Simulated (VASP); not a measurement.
Write the native input for VASP 6.6.1 that does the following.

| Item | Value |
| --- | --- |
| Task | single point |
| Functional | PBE |
| Potentials or basis | VASP PAW PBE potentials, release 64 (Hf_pv, O) |
| Cutoff | 520 eV |
| k mesh | 6 × 6 × 4 |
| Occupations | gaussian, width 0.02 eV |
| Spin | no spin polarisation |
| Dipole correction | no |
| Further INCAR settings | ALGO = Normal; EDIFF = 1e-06; NBANDS = 31 |

The structure of HfO2 lies in POSCAR:

```
HfO2
1.0
    3.5202841959      0.0000000000      0.0000000000
    0.0000000000      3.5202841959      0.0000000000
    0.0000000000      0.0000000000      5.0388732982
Hf O
2 4
Direct
    0.5000000000      0.5000000000      0.5000000000
    0.0000000000      0.0000000000      0.0000000000
    0.0000000000      0.5000000000      0.7133968963
    0.5000000000      0.0000000000      0.7866031037
    0.5000000000      0.0000000000      0.2866031037
    0.0000000000      0.5000000000      0.2133968963
```

These files were run (other wordings do the same):

INCAR

```
  PREC = Accurate
  ENCUT = 520
  EDIFF = 1E-6
  ISMEAR = 0
  SIGMA = 0.02
  LREAL = False
  LASPH = True
  NELM = 100
  ALGO = Normal
  ISIF = 2
  LWAVE = False
  LCHARG = False
  GGA = PE
  NBANDS = 31
```

KPOINTS

```
regular mesh
0
Gamma
  6 6 4
```

Potentials or basis: VASP PAW PBE potentials, release 64 (Hf_pv, O).

The run is started by

```sh
$ cat potpaw_PBE.64/Hf_pv/POTCAR potpaw_PBE.64/O/POTCAR > POTCAR
$ mpirun -np 1 vasp_std > vasp.out
```

Results of the run:

```
Pressure               : 16.0 GPa
Largest force          : 0.023 eV/Å
Band gap on the k mesh : 4.57 eV, indirect (least direct gap 4.78 eV)
```

Caveat: spin-orbit coupling is left out, which moves the levels of the heavy elements.

Run time: 22 s on 1 thread of Intel(R) Xeon(R) 6975P-C (Granite Rapids), on a shared host, peak memory 0.19 GiB.
